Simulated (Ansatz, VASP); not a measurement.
**One calculation of CaBi, two programs**

INCAR

```
PREC = Accurate
ENCUT = 600
EDIFF = 1E-7
ISMEAR = 0
SIGMA = 0.1
LREAL = F
LASPH = T
NELM = 100
ALGO = Normal
ISIF = 3
LWAVE = F
LCHARG = F
GGA = PE
IBRION = 2
NSW = 100
EDIFFG = -0.01
```

Contents of KPOINTS:

```
regular mesh
0
Gamma
  15 15 12
```

The input POSCAR:

```
CaBi
1.0
    4.0645645103      0.0000000000      0.0000000000
   -2.0322822551      3.5200161212      0.0000000000
    0.0000000000      0.0000000000      4.6768661892
Ca Bi
1 1
Direct
    0.0000000000      0.0000000000      0.0000000000
    0.3333333333      0.6666666667      0.5000000000
```

Input for Ansatz:

```yaml
crystal:
  lattice:
    - [4.0645645103, 0.0, 0.0]
    - [-2.0322822551, 3.5200161212, 0.0]
    - [0.0, 0.0, 4.6768661892]
  atoms:
    - { symbol: Ca, position: [0.0, 0.0, 0.0] }
    - { symbol: Bi, position: [0.3333333333, 0.6666666667, 0.5] }
basis:
  ecutwfc: 420
kpoints:
  mp_grid: { grid: [15, 15, 12] }
hamiltonian:
  xc: pbe
scf:
  occupations: { method: gaussian, width: 0.1 }
output:
  forces: true
  stress: true
  eigenvalues: true
  write_density: true
  write_potential: true
  elf: true
  volumetric_format: npy
relax:
  adjacent_minimum: "off"
  f_tol: 0.01
  max_steps: 80
  cell: { stress_tol: 0.05 }
```

Alike in both runs: task relaxation of cell and atoms; functional PBE; k mesh 15 × 15 × 12; occupations gaussian, width 0.1 eV; no spin polarisation.

|  | VASP | Ansatz |
| --- | --- | --- |
| version | VASP 6.6.1 | Ansatz 0.2.0 |
| potentials or method | VASP PAW PBE potentials, release 64 (Ca_sv, Bi_d), cutoff 600 eV | scalar-relativistic, plane waves, PAW |
| valence electrons in the cell | 25 | 25 |

Ansatz gave:

- gap on the k mesh at the Fermi level, each at its own relaxed structure (eV): none
- relaxed volume (Å³/atom): 33.57
- relaxed cell length with the largest relative difference (Å): 4.645

Task: What did VASP give for the same quantities?

Result: gap on the k mesh at the Fermi level, each at its own relaxed structure (eV): none; relaxed volume (Å³/atom): 33.65; relaxed cell length with the largest relative difference (Å): 4.650.

A gap of «none» marks a metal or a gap that the smearing closes.

Spin-orbit coupling is off throughout.
